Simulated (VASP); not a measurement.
Set up this calculation in VASP 6.6.1, as the native input.

```yaml
Task: single point
Functional: PBE
Potentials_or_basis: VASP PAW PBE potentials, release 64 (Ta_pv, N)
Cutoff: 520 eV
k_mesh: 18 × 18 × 18
Occupations: gaussian, width 0.15 eV
Spin: no spin polarisation
Dipole_correction: no
Further_INCAR_settings: ALGO = Normal; EDIFF = 1e-07; NBANDS = 15
```

The structure of TaN lies in POSCAR:

```
TaN
1.0
    0.0000000000      2.2879500000      2.1790000000
    2.2879500000      0.0000000000      2.1790000000
    2.2879500000      2.2879500000      0.0000000000
Ta N
1 1
Direct
    0.5000000000      0.5000000000      0.5000000000
    0.0000000000      0.0000000000      0.0000000000
```

This cell differs from its parent crystal: strain +0.050 along x and y, +0.000 along z.

These files were run (other wordings do the same):

INCAR

```
PREC     = Accurate       # precision mode
ENCUT    = 520            # plane-wave cutoff, eV
EDIFF    = 1E-7           # SCF threshold, eV
ISMEAR   = 0              # smearing method
SIGMA    = 0.15           # smearing width, eV
LREAL    = F              # projectors in reciprocal space
LASPH    = T              # aspherical terms in the spheres
NELM     = 60             # most SCF steps
ALGO     = Normal         # electronic algorithm
ISIF     = 2              # what is computed and relaxed
LWAVE    = F              # write WAVECAR
LCHARG   = F              # write CHGCAR
GGA      = PE             # functional
NBANDS   = 15             # bands
```

KPOINTS

```
Automatic mesh
0
Gamma
  18 18 18
```

Potentials or basis: VASP PAW PBE potentials, release 64 (Ta_pv, N).

Launch:

```bash
$ cat potpaw_PBE.64/Ta_pv/POTCAR potpaw_PBE.64/N/POTCAR > POTCAR
$ mpirun -np 1 vasp_std > vasp.out
```

Results of the run:

The pressure is -14.3 GPa and the band gap on the k mesh is zero (band 8 reaches 10.24 eV, above the bottom of band 9 at 6.68 eV).

Caveat: the cell differs from its parent crystal (strain +0.050 along x and y, +0.000 along z); spin-orbit coupling is left out, which moves the levels of the heavy elements.

Run time: 2.5 min on 1 thread of AMD EPYC 7R13 Processor (Zen 3), with other jobs on the host, peak memory 0.25 GiB.
